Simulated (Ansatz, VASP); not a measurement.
**HfO2 in VASP and in Ansatz**

```xyz
3
Lattice="0.0000 2.5575 2.6086 2.5575 0.0000 2.6086 2.5575 2.5575 0.0000" Properties=species:S:1:pos:R:3 pbc="T T T"
Hf    0.0000    0.0000    0.0000
O     1.2788    1.2788    1.3043
O     3.8363    3.8363    3.9130
```

Change from the starting cell: z stretched by +2 %, ions relaxed.

Alike in both runs: task relaxation of the atoms; functional PBE; k mesh 10 × 10 × 10; occupations fermi-dirac, width 0.02 eV; no spin polarisation.

```csv
,VASP,Ansatz
version,VASP 6.6.1,Ansatz 0.2.0
potentials or method,"VASP PAW PBE potentials, release 64 (Hf_pv, O)","plane-wave PAW, scalar-relativistic"
plane-wave cutoff (eV),520,420
valence electrons in the cell,22,38
```

VASP gave:

- gap on the k mesh at the Fermi level, each at its own relaxed structure (eV): 3.57

Problem. What did Ansatz give for the same quantities?

Solution. gap on the k mesh at the Fermi level, each at its own relaxed structure (eV): 3.58.

VASP's potentials hold 22 valence electrons a cell and Ansatz's 38, so a difference there can come from the potentials and not from the codes. Ansatz's warnings: stress scf threshold loose.

Neither program's run includes spin-orbit coupling. Noted on VASP's run: the relaxation stopped at its first step, so nothing moved.
